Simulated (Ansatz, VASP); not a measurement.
**Two plane-wave programs on Ge**

```xyz
6
Lattice="2.8397 -6.1305 0.0000 2.8397 6.1305 0.0000 0.0000 0.0000 3.9588" Properties=species:S:1:pos:R:3 pbc="T T T"
Ge    1.1730    2.4051    0.9897
Ge    1.1730   -2.4051    2.9691
Ge    4.5064    2.4051    0.9897
Ge    4.5064   -2.4051    2.9691
Ge    2.8397    0.6977    0.9897
Ge    2.8397   -0.6977    2.9691
```

Alike in both runs: task relaxation of cell and atoms; functional PBE; k mesh 4 × 4 × 4; occupations gaussian, width 0.1 eV; no spin polarisation.

|  | VASP | Ansatz |
| --- | --- | --- |
| version | VASP 6.6.1 | Ansatz 0.2.0 |
| potentials or method | VASP PAW PBE potentials, release 64 (Ge_d), cutoff 600 eV | scalar-relativistic, plane waves, PAW |
| valence electrons in the cell | 84 | 84 |

VASP gave:

| Quantity | Value |
| --- | --- |
| relaxed volume (Å³/atom) | 25.86 |
| relaxed cell length with the largest relative difference (Å) | 4.102 |

What did Ansatz give for the same quantities?

Relaxed volume (Å³/atom): 25.85; relaxed cell length with the largest relative difference (Å): 4.110.

The k mesh is coarse, so the values compare programs but aren't converged.
